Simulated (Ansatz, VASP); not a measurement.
## V4O in VASP and in Ansatz

The input INCAR:

```
ALGO = Normal
DIPOL = 0.5 0.5 0.333
EDIFF = 1E-6
ENCUT = 520
GGA = PE
IDIPOL = 3
ISIF = 2
ISMEAR = 0
LASPH = T
LCHARG = F
LDIPOL = T
LREAL = F
LWAVE = F
NBANDS = 37
NELM = 100
PREC = Accurate
SIGMA = 0.1
```

File KPOINTS:

```
k-points
0
Gamma
  9 9 1
```

POSCAR

```
V4O
1.0
    2.9971751491      0.0000000000      0.0000000000
    0.0000000000      2.9971751491      0.0000000000
    0.0000000000      0.0000000000     21.3333819395
V O
4 1
Direct
    0.5000000000      0.5000000000      0.1874995728
    0.0000000000      0.0000000000      0.2577457053
    0.5000000000      0.5000000000      0.3267158760
    0.0000000000      0.0000000000      0.3906263884
    0.0000000000      0.0000000000      0.5007823874
```

Input for Ansatz:

```yaml
crystal:
  lattice:
    - [2.9971751491, 0.0, 0.0]
    - [0.0, 2.9971751491, 0.0]
    - [0.0, 0.0, 21.3333819395]
  atoms:
    - { symbol: V, position: [0.5, 0.5, 0.1874995728] }
    - { symbol: V, position: [0.0, 0.0, 0.2577457053] }
    - { symbol: V, position: [0.5, 0.5, 0.326715876] }
    - { symbol: V, position: [0.0, 0.0, 0.3906263884] }
    - { symbol: O, position: [0.0, 0.0, 0.5007823874] }
basis:
  ecutwfc: 420
kpoints:
  mp_grid: { grid: [9, 9, 1] }
hamiltonian:
  xc: pbe
scf:
  occupations: { method: gaussian, width: 0.1 }
output:
  forces: true
  eigenvalues: true
efield:
  axis: 3
  dipole_correction: true
  ramp_width: 0.04
```

Alike in both runs: task single point; functional PBE; k mesh 9 × 9 × 1; occupations gaussian, width 0.1 eV; no spin polarisation.

|  | VASP | Ansatz |
| --- | --- | --- |
| version | VASP 6.6.1 | Ansatz 0.2.0 |
| potentials or method | VASP PAW PBE potentials, release 64 (V_sv, O), cutoff 520 eV | scalar-relativistic, plane waves, PAW |
| valence electrons in the cell | 58 | 58 |

```csv
,VASP,Ansatz,Ansatz less VASP
gap on the k mesh at the Fermi level (eV),none,none,-
rms of the force components (eV/Å),1.676,1.679,+0.0030
```

Atom by atom the forces differ by 0.007 eV/Å (rms over components). A gap of «none» marks a metal or a gap that the smearing closes. The functional is the same, so the differences come from potentials, cutoffs and numerics.
